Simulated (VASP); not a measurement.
Here is a VASP 6.6.1 calculation.

The input INCAR:

```
  ALGO = Normal
  EDIFF = 1E-6
  ENCUT = 500
  GGA = PE
  GGA_COMPAT = False
  ISIF = 2
  ISMEAR = -1
  LASPH = True
  LCHARG = True
  LELF = True
  LREAL = False
  LVHAR = True
  LWAVE = False
  NBANDS = 12
  NELM = 120
  PREC = Accurate
  SIGMA = 0.08
```

KPOINTS

```
k-points
0
Gamma
  10 10 10
```

The input POSCAR:

```
Sb
1.0
    0.0000000000      3.4940310074      3.4940310074
    3.4940310074      0.0000000000      3.4940310074
    3.4940310074      3.4940310074      0.0000000000
Sb
2
Direct
   -0.1250000000     -0.1250000000     -0.1250000000
    0.1250000000      0.1250000000      0.1250000000
```

Potentials or basis: VASP PAW PBE potentials, release 64 (Sb).

Launch:

```console
$ cat potpaw_PBE.64/Sb/POTCAR > POTCAR
$ mpirun -np 1 vasp_std > vasp.out
```

Q: Predict the pressure.

A: 0.0 GPa.

Q: Estimate the band gap on the k mesh.

A: Zero (band 5 reaches 4.47 eV, above the bottom of band 6 at 3.42 eV).

Caveat: spin-orbit coupling is left out, which moves the levels of the heavy elements.
